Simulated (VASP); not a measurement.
# SiGe (P6_3mc) in VASP: further runs

Runs on SiGe. Level: PBEsol. Tasks: single point.

All numbers are computed with VASP 6.6.1; they aren't measurements. Logs are shortened: lines on timing, memory, paths and dates and some standing lists are left out, and cuts for length are marked.

## 1. The cell of the first run

The structure is hexagonal, space group P6_3mc (No. 186). Conventional cell: a = 3.709 Å, b = 3.709 Å, c = 6.451 Å, α = 90.00°, β = 90.00°, γ = 120.00°. Within 3.0 Å of Si (site symmetry 3m) lie 4 Ge at 2.29 to 2.41 Å. Ge (site symmetry 3m) has 4 Si at 2.29 to 2.41 Å within 3.0 Å.

## 2. Single point, PBEsol (strain -0.050 along x and y, +0.000 along z)

The input, INCAR:

```
PREC = Accurate ; ENCUT = 520
EDIFF = 1E-6 ; ISMEAR = 0
SIGMA = 0.03 ; LREAL = False
LASPH = True ; NELM = 60
ALGO = Normal ; ISIF = 2
LWAVE = False ; LCHARG = True
GGA = PS ; LELF = True
LVHAR = True ; NBANDS = 26
```

The input, KPOINTS:

```
regular mesh
0
Gamma
  12 12 6
```

The input, POSCAR:

```
SiGe
1.0
    3.7092287337      0.0000000000      0.0000000000
   -1.8546143668      3.2122863118      0.0000000000
    0.0000000000      0.0000000000      6.4507830000
Si Ge
2 2
Direct
    0.6666666667      0.3333333333      0.8746070000
    0.3333333333      0.6666666667      0.3746070000
    0.6666666667      0.3333333333      0.5003920000
    0.3333333333      0.6666666667      0.0003920000
```

Potentials or basis: VASP PAW PBE potentials, release 64 (Si, Ge_d).

Started as:

```sh
> cat potpaw_PBE.64/Si/POTCAR potpaw_PBE.64/Ge_d/POTCAR > POTCAR
> mpirun -np 1 vasp_std > vasp.out
```

OUTCAR:

```text
PREC = Accurate
   ENCUT = 520
   EDIFF = 1E-6
   ISMEAR = 0
   LREAL = False
   LASPH = True
   NELM = 60
   ISIF = 2
   GGA = PS

 ion  position               nearest neighbor table
   1  0.667  0.333  0.875-   4 2.29   4 2.29   4 2.29   3 2.41
   2  0.333  0.667  0.375-   3 2.29   3 2.29   3 2.29   4 2.41
   3  0.667  0.333  0.500-   2 2.29   2 2.29   2 2.29   1 2.41
   4  0.333  0.667  0.000-   1 2.29   1 2.29   1 2.29   2 2.41

  LATTYP: Found a hexagonal cell.
 ALAT       =     3.7092287337
 C/A-ratio  =     1.7391170680

  Lattice vectors:

 A1 = (   3.7092287337,   0.0000000000,   0.0000000000)
 A2 = (  -1.8546143668,   3.2122863118,   0.0000000000)
 A3 = (   0.0000000000,   0.0000000000,   6.4507830000)

Analysis of symmetry for initial positions (statically):
=====================================================================
 Subroutine PRICEL returns:
 Original cell was already a primitive cell.

 Routine SETGRP: Setting up the symmetry group for a
 hexagonal supercell.

 Subroutine GETGRP returns: Found 12 space group operations
 (whereof  6 operations were pure point group operations)
 out of a pool of 24 trial point group operations.

The static configuration has the point symmetry C_3v.
 The point group associated with its full space group is C_6v.

Analysis of symmetry for dynamics (positions and initial velocities):
=====================================================================
 Subroutine PRICEL returns:
 Original cell was already a primitive cell.

 Routine SETGRP: Setting up the symmetry group for a
 hexagonal supercell.

 Subroutine GETGRP returns: Found 12 space group operations
 (whereof  6 operations were pure point group operations)
 out of a pool of 24 trial point group operations.

The dynamic configuration has the point symmetry C_3v.
 The point group associated with its full space group is C_6v.

 Subroutine INISYM returns: Found 12 space group operations
 (whereof  6 operations are pure point group operations),
 and found     1 'primitive' translations

----------------------------------------------------------------------------------------

                                     Primitive cell

  volume of cell :      76.8618

  direct lattice vectors                    reciprocal lattice vectors
     3.709228734  0.000000000  0.000000000     0.269597825  0.155652377  0.000000000
    -1.854614367  3.212286312  0.000000000     0.000000000  0.311304754  0.000000000
     0.000000000  0.000000000  6.450783000     0.000000000  0.000000000  0.155019941

  length of vectors
     3.709228734  3.709228734  6.450783000     0.311304754  0.311304754  0.155019941

  position of ions in fractional coordinates (direct lattice)
     0.666666667  0.333333333  0.874607000
     0.333333333  0.666666667  0.374607000
     0.666666667  0.333333333  0.500392000
     0.333333333  0.666666667  0.000392000

  ion indices of the primitive-cell ions
   primitive index   ion index
                 1           1
                 2           2
                 3           3
                 4           4

----------------------------------------------------------------------------------------

 KPOINTS: regular mesh

Automatic generation of k-mesh.
 Grid dimensions read from file:
 generate k-points for:   12   12    6

 Generating k-lattice:

  Cartesian coordinates                     Fractional coordinates (reciprocal lattice)
     0.022466485  0.012971031  0.000000000     0.083333333  0.000000000  0.000000000
     0.000000000  0.025942063  0.000000000     0.000000000  0.083333333  0.000000000
     0.000000000  0.000000000  0.025836657     0.000000000  0.000000000  0.166666667

  Length of vectors
     0.025942063  0.025942063  0.025836657

  Shift w.r.t. Gamma in fractional coordinates (k-lattice)
     0.000000000  0.000000000  0.000000000

 Subroutine IBZKPT returns following result:
 ===========================================

 Found     76 irreducible k-points:

 Following reciprocal coordinates:
            Coordinates               Weight
  0.000000  0.000000  0.000000      1.000000
  0.083333  0.000000  0.000000      6.000000
  0.166667  0.000000  0.000000      6.000000
  0.250000  0.000000  0.000000      6.000000
  0.333333  0.000000  0.000000      6.000000
  0.416667 -0.000000  0.000000      6.000000
[... 16 lines left out ...]
  0.250000  0.000000  0.166667     12.000000
  0.333333  0.000000  0.166667     12.000000
 [... further k-points ...]
   k-points           NKPTS =     76   k-points in BZ     NKDIM =     76   number of bands    NBANDS=     26
   number of dos      NEDOS =    301   number of ions     NIONS =      4
   total plane-waves  NPLWV =  37632
   dimension x,y,z NGX =    28 NGY =   28 NGZ =   48
   dimension x,y,z NGXF=    56 NGYF=   56 NGZF=   96
   ions per type =               2   2
   NGX,Y,Z   is equivalent  to a cutoff of  12.55, 12.55, 12.37 a.u.
   NGXF,Y,Z  is equivalent  to a cutoff of  25.10, 25.10, 24.74 a.u.
 SYSTEM =  unknown system
   PREC   = accura    normal or accurate (medium, high low for compatibility)
   ISTART =      0    job   : 0-new  1-cont  2-samecut
   ICHARG =      2    charge: 1-file 2-atom 10-const
   ISPIN  =      1    spin polarized calculation?
   LNONCOLLINEAR =      F non collinear calculations
   LSORBIT =      F    spin-orbit coupling
   LASPH  =      T    aspherical Exc in radial PAW
   ENCUT  =  520.0 eV  38.22 Ry    6.18 a.u.   6.90  6.90 11.99*2*pi/ulx,y,z
   NELM   =     60;   NELMIN=  2; NELMDL= -5     # of ELM steps
   EDIFF  = 0.1E-05   stopping-criterion for ELM
   LREAL  =      F    real-space projection
   EDIFFG = 0.1E-04   stopping-criterion for IOM
   NSW    =      0    number of steps for IOM
   IBRION =     -1    ionic relax: 0-MD 1-quasi-New 2-CG
   NFREE  =      0    steps in history (QN), initial steepest desc. (CG)
   ISIF   =      2    stress and relaxation
   ISYM   =      2    0-nonsym 1-usesym 2-fastsym
   POTIM  = 0.5000    time-step for ionic-motion
   TEBEG  =    0.0;   TEEND  =   0.0 temperature during run
   PSTRESS=    0.0 pullay stress
   NELECT =      36.0000    total number of electrons
   NUPDOWN=      -1.0000    fix difference up-down
   EMIN   =  10.00;   EMAX   =-10.00  energy-range for DOS
   EFERMI =   0.00;   METHOD = LEGACY
   ISMEAR =     0;   SIGMA  =   0.03  broadening in eV -4-tet -1-fermi 0-gaus
   EFERMI_NEDOS =   21; number of points for ismear=-14 and -15
   IALGO  =     38    algorithm
   IMIX   =      4    mixing-type and parameters
     AMIX     =   0.40;   BMIX     =  1.00
     AMIX_MAG =   1.60;   BMIX_MAG =  1.00
  volume/ion in A,a.u.               =      19.22       129.67
  Fermi-wavevector in a.u.,A,eV,Ry     =   1.271371  2.402542 21.992236  1.616384
  Thomas-Fermi vector in A             =   2.404308
   LORBIT       =      0    0 simple, 1 ext, 2 COOP (PROOUT), +10 PAW based schemes
   GGA     = PS    functional components
   LHFCALC =     F    Hartree Fock is set to
   AEXX    =    0.0000 exact exchange contribution
   IVDW    =     0    specifies the selected vdW correction
   LEPSILON=     F    determine dielectric tensor
   LRPA    =     F    only Hartree local field effects (RPA)
 non-spin polarized calculation
 Gauss-broadening in eV      SIGMA  =   0.03
  energy-cutoff  :      520.00
  volume of cell :       76.86
 maximum number of plane-waves:      2090
 NGX is ok and might be reduce to    28
   NGX = 13   NGY = 13   NGZ = 23

 number of electron      35.9999977 magnetization

 Free energy of the ion-electron system (eV)
  ---------------------------------------------------
  ext. energy  EPLUGINS =         0.00000000
  ---------------------------------------------------
  free energy    TOTEN  =       -20.92042888 eV

  energy without entropy =      -20.92042888  energy(sigma->0) =      -20.92042888

 E-fermi :   6.7955     XC(G=0): -10.3216

 val. band max:        6.6602577358   @ k =   0.0000   0.0000   0.0000
 cond. band min:       6.9262336053   @ k =   0.4167  -0.0000   0.3333
 fundamental gap:      0.2659758695
 Fermi energy:         6.7955073096

 k-point     1 :       0.0000    0.0000    0.0000
  band No.  band energies     occupation
      1     -18.0213      2.00000
      2     -18.0213      2.00000
      3     -18.0208      2.00000
      4     -18.0198      2.00000
      5     -18.0178      2.00000
      6     -18.0178      2.00000
[... 18 lines left out ...]
     25      11.0291      0.00000
     26      13.4526      0.00000

 k-point     2 :       0.0833    0.0000    0.0000
  band No.  band energies     occupation
      1     -18.0218      2.00000
      2     -18.0210      2.00000
      3     -18.0207      2.00000
      4     -18.0201      2.00000
      5     -18.0170      2.00000
      6     -18.0163      2.00000
[... 18 lines left out ...]
     25      11.3960      0.00000
     26      12.6542      0.00000

 k-point     3 :       0.1667    0.0000    0.0000
  band No.  band energies     occupation
      1     -18.0237      2.00000
      2     -18.0222      2.00000
      3     -18.0190      2.00000
      4     -18.0181      2.00000
      5     -18.0150      2.00000
      6     -18.0135      2.00000
[... 18 lines left out ...]
     25      12.3335      0.00000
     26      12.6498      0.00000

 k-point     4 :       0.2500    0.0000    0.0000
  band No.  band energies     occupation
      1     -18.0261      2.00000
      2     -18.0237      2.00000
      3     -18.0171      2.00000
      4     -18.0155      2.00000
      5     -18.0124      2.00000
      6     -18.0103      2.00000
[... 18 lines left out ...]
     25      13.3037      0.00000
     26      13.5031      0.00000
[... 496 lines left out ...]
      1     -18.0237      2.00000
      2     -18.0225      2.00000
      3     -18.0188      2.00000
      4     -18.0177      2.00000
      5     -18.0152      2.00000
      6     -18.0138      2.00000
[... 18 lines left out ...]
     25      12.1323      0.00000
     26      12.4762      0.00000

 k-point    23 :       0.2500    0.0000    0.1667
  band No.  band energies     occupation
      1     -18.0261      2.00000
      2     -18.0241      2.00000
      3     -18.0168      2.00000
      4     -18.0150      2.00000
      5     -18.0127      2.00000
      6     -18.0106      2.00000
[... 18 lines left out ...]
     25      13.3244      0.00000
     26      13.3355      0.00000

 k-point    24 :       0.3333    0.0000    0.1667
  band No.  band energies     occupation
      1     -18.0283      2.00000
      2     -18.0257      2.00000
      3     -18.0152      2.00000
      4     -18.0125      2.00000
      5     -18.0103      2.00000
      6     -18.0077      2.00000
[... 18 lines left out ...]
     25      14.1689      0.00000
     26      14.5622      0.00000

 [... further k-points ...]

------------------------ aborting loop because EDIFF is reached ----------------------------------------

  FORCE on cell =-STRESS in cart. coord.  units (eV):
  Direction    XX          YY          ZZ          XY          YZ          ZX
  --------------------------------------------------------------------------------------
  -------------------------------------------------------------------------------------
  Total        7.0686982      7.0686982      0.7798465      0.0000000      0.0000000      0.0000000
  in kB      147.3464666    147.3464666     16.2558390      0.0000000      0.0000000      0.0000000
  external PRESSURE =     103.6495907 kB  Pullay stress =       0.0000000 kB

 VOLUME and BASIS-vectors are now :
 -----------------------------------------------------------------------------
  energy-cutoff  :      520.00
  volume of cell :       76.86
      direct lattice vectors                 reciprocal lattice vectors
     3.709228734  0.000000000  0.000000000     0.269597825  0.155652377  0.000000000
    -1.854614367  3.212286312  0.000000000     0.000000000  0.311304754  0.000000000
     0.000000000  0.000000000  6.450783000     0.000000000  0.000000000  0.155019941

 POSITION                                       TOTAL-FORCE (eV/Angst)
 -----------------------------------------------------------------------------------
      1.85461      1.07076      5.64190        -0.000000      0.000000     -0.726562
     -0.00000      2.14152      2.41651        -0.000000     -0.000000     -0.726562
      1.85461      1.07076      3.22792         0.000000      0.000000      0.726562
     -0.00000      2.14152      0.00253         0.000000      0.000000      0.726562
 -----------------------------------------------------------------------------------
    total drift:                                0.000000      0.000000     -0.000696

  FREE ENERGIE OF THE ION-ELECTRON SYSTEM (eV)
  ---------------------------------------------------
  free  energy   TOTEN  =       -20.9204288837 eV

  energy  without entropy=      -20.9204288837  energy(sigma->0) =      -20.92042888
```

Wall time 63 s (1 thread of AMD EPYC 9R45 (Zen 5), shared host); peak memory 0.23 GiB.

Results:

```yaml
Free_energy: -20.9204 eV
Pressure: 10.4 GPa
Largest_force: 0.727 eV/Å
Band_gap_on_the_k_mesh: 0.27 eV, indirect (least direct gap 1.19 eV)
```

Forces on the atoms (eV/Å):
```
Si   0.000  0.000 -0.727
Si   0.000  0.000 -0.727
Ge   0.000  0.000  0.727
Ge   0.000  0.000  0.727
```

Caveat: the cell differs from its parent crystal (strain -0.050 along x and y, +0.000 along z); the PAW data sets were made with another functional, which shifts forces and pressure a little.

## 3. Single point, PBEsol (strain -0.050 along x and y, +0.050 along z)

The input, INCAR:

```
ALGO = Normal
EDIFF = 1E-6
ENCUT = 520
GGA = PS
ISIF = 2
ISMEAR = 0
LASPH = True
LCHARG = True
LELF = True
LREAL = False
LVHAR = True
LWAVE = False
NBANDS = 26
NELM = 60
PREC = Accurate
SIGMA = 0.03
```

The input, KPOINTS:

```
k-points
0
Gamma
  12 12 6
```

Edit POSCAR of step 2 so:

```diff
@@ -4,3 +4,3 @@
    -1.8546143668      3.2122863118      0.0000000000
-    0.0000000000      0.0000000000      6.4507830000
+    0.0000000000      0.0000000000      6.7733221500
 Si Ge
```

Potentials or basis: VASP PAW PBE potentials, release 64 (Si, Ge_d).

Started as:

```sh
> cat potpaw_PBE.64/Si/POTCAR potpaw_PBE.64/Ge_d/POTCAR > POTCAR
> mpirun -np 1 vasp_std > vasp.out
```

Wall time 72 s (1 thread of AMD EPYC 9R45 (Zen 5), shared host); peak memory 0.24 GiB.

It converged, with:

```yaml
Free_energy: -20.8365 eV
Pressure: 5.9 GPa
Largest_force: 0.946 eV/Å
Band_gap_on_the_k_mesh: 0.08 eV, indirect (least direct gap 0.20 eV)
```

Forces in eV/Å, atoms in the order of the input:
```
Si   0.000  0.000 -0.946
Si   0.000  0.000 -0.946
Ge   0.000  0.000  0.946
Ge   0.000  0.000  0.946
```

Stress tensor (GPa, compression positive):
```
12.79  0.00  0.00
 0.00 12.79  0.00
 0.00  0.00 -8.02
```

Levels at points of the mesh, in eV from the valence-band top:
| k point | band 14 | band 15 | band 16 | band 17 | band 18 | band 19 | band 20 | band 21 | band 22 | band 23 |
| --- | --- | --- | --- | --- | --- | --- | --- | --- | --- | --- |
| (0.00, 0.00, 0.00) | -1.17 | -1.17 | -0.71 | 0.00 | 0.00 | 0.20 | 1.60 | 2.54 | 2.54 | 3.29 |
| (0.50, 0.00, 0.00) | -7.05 | -4.92 | -3.15 | -3.06 | -1.82 | 0.64 | 1.77 | 2.82 | 2.98 | 3.70 |
| (0.00, 0.00, 0.50) | -5.18 | -0.69 | -0.69 | -0.69 | -0.69 | 2.18 | 2.18 | 3.36 | 3.36 | 3.36 |
| (0.50, 0.00, 0.50) | -7.98 | -3.06 | -3.06 | -2.54 | -2.54 | 0.32 | 0.32 | 1.54 | 1.54 | 5.79 |

Caveat: the cell differs from its parent crystal (strain -0.050 along x and y, +0.050 along z); the PAW data sets were made with another functional, which shifts forces and pressure a little. A k mesh can miss the band edges.

## 4. Single point, PBEsol (strain +0.000 along x and y, +0.050 along z)

The input, INCAR:

```
PREC = Accurate ; ENCUT = 520
EDIFF = 1E-6 ; ISMEAR = 0
SIGMA = 0.03 ; LREAL = False
LASPH = True ; NELM = 60
ALGO = Normal ; ISIF = 2
LWAVE = False ; LCHARG = False
GGA = PS ; NBANDS = 26
```

The input, KPOINTS:

```
regular mesh
0
Gamma
  12 12 6
```

Edit POSCAR of step 3 so:

```diff
@@ -2,4 +2,4 @@
 1.0
-    3.7092287337      0.0000000000      0.0000000000
-   -1.8546143668      3.2122863118      0.0000000000
+    3.9044512986      0.0000000000      0.0000000000
+   -1.9522256493      3.3813540124      0.0000000000
     0.0000000000      0.0000000000      6.7733221500
```

Started as:

```sh
> cat potpaw_PBE.64/Si/POTCAR potpaw_PBE.64/Ge_d/POTCAR > POTCAR
> mpirun -np 1 vasp_std > vasp.out
```

Run time: 83 s. Hardware: 1 thread of AMD EPYC 9R45 (Zen 5), shared host; peak memory 0.26 GiB.

The run converged. Its results:

```yaml
Free_energy: -21.1303 eV
Pressure: -3.5 GPa
Largest_force: 0.300 eV/Å
Band_gap_on_the_k_mesh: 0.29 eV, indirect (least direct gap 0.58 eV)
```

Forces on the atoms (eV/Å):
```
Si   0.000  0.000 -0.300
Si   0.000  0.000 -0.300
Ge   0.000  0.000  0.300
Ge   0.000  0.000  0.300
```

Stress tensor (GPa, compression positive):
```
-0.79  0.00  0.00
 0.00 -0.79  0.00
 0.00  0.00 -8.86
```

Levels at points of the mesh, in eV from the valence-band top:
```
           k point  band 15  band 16  band 17  band 18  band 19  band 20  band 21  band 22
(0.00, 0.00, 0.00)    -1.26    -0.37     0.00     0.00     0.58     0.75     2.31     2.31
(0.50, 0.00, 0.00)    -4.44    -2.85    -2.76    -1.54     0.62     1.70     3.10     3.48
(0.00, 0.00, 0.50)    -0.75    -0.75    -0.75    -0.75     1.40     1.40     3.20     3.20
(0.50, 0.00, 0.50)    -2.60    -2.60    -2.31    -2.31     0.52     0.52     1.76     1.76
```

Caveat: the cell differs from its parent crystal (strain +0.000 along x and y, +0.050 along z); the PAW data sets were made with another functional, which shifts forces and pressure a little.

(Continued in part 2 of 2.)
